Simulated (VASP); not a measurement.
Write the native input for VASP 6.6.1 that does the following.

```
Task                   : single point
Functional             : LDA
Potentials or basis    : VASP PAW LDA potentials, release 64 (Mg, O)
Cutoff                 : 600 eV
k mesh                 : 16 × 16 × 16
Occupations            : fermi-dirac, width 0.05 eV
Spin                   : no spin polarisation
Dipole correction      : no
Further INCAR settings : ALGO = Normal; EDIFF = 1e-06; NBANDS = 11
```

The structure of MgO (zincblende type) lies in POSCAR:

```
MgO
1.0
    0.0000000000      2.0970780100      2.0970780100
    2.0970780100      0.0000000000      2.0970780100
    2.0970780100      2.0970780100      0.0000000000
Mg O
1 1
Direct
    0.0000000000      0.0000000000      0.0000000000
    0.2500000000      0.2500000000      0.2500000000
```

This cell differs from its parent crystal: volume scaled by 0.8.

These files were run (other wordings do the same):

INCAR

```
SYSTEM = MgO
PREC = Accurate
ENCUT = 600
EDIFF = 1E-6
ISMEAR = -1
SIGMA = 0.05
LREAL = .FALSE.
LASPH = .TRUE.
NELM = 120
ALGO = Normal
ISIF = 2
LWAVE = .FALSE.
LCHARG = .TRUE.
LELF = .TRUE.
LVHAR = .TRUE.
NBANDS = 11
GGA_COMPAT = .FALSE.
```

KPOINTS

```
Automatic mesh
0
G
  16 16 16
  0 0 0
```

Potentials or basis: VASP PAW LDA potentials, release 64 (Mg, O).

Command:

```bash
$ cat potpaw_LDA.64/Mg/POTCAR potpaw_LDA.64/O/POTCAR > POTCAR
$ mpirun -np 1 vasp_std > vasp.out
```

It gave:

| Quantity | Value |
| --- | --- |
| Pressure | 45.9 GPa |
| Band gap on the k mesh | 5.18 eV, indirect (least direct gap 5.19 eV) |

Wall time 17 s on 1 thread of Intel Xeon 6975P-C, with other jobs on the host, peak memory 0.16 GiB.
